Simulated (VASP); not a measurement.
Input of a VASP 6.6.1 run:

The input INCAR:

```
PREC = Accurate
ENCUT = 520
EDIFF = 1E-7
ISMEAR = -1
SIGMA = 0.08
LREAL = False
LASPH = True
NELM = 100
ALGO = Normal
ISIF = 2
LWAVE = False
LCHARG = True
GGA = PE
LELF = True
LVHAR = True
NBANDS = 12
```

The input KPOINTS:

```
Automatic mesh
0
Gamma
  12 12 12
```

Contents of POSCAR:

```
Y
1.0
    2.5033302629      0.0000000000      0.0000000000
    0.0000000000      2.5033302629      0.0000000000
    0.0000000000      0.0000000000      2.5033302629
Y
1
Direct
    0.0000000000      0.0000000000      0.0000000000
```

Potentials or basis: VASP PAW PBE potentials, release 64 (Y_sv).

Run with:

```sh
$ cat potpaw_PBE.64/Y_sv/POTCAR > POTCAR
$ mpirun -np 1 vasp_std > vasp.out
```

Problem. Predict the pressure.

Solution. 89.7 GPa.
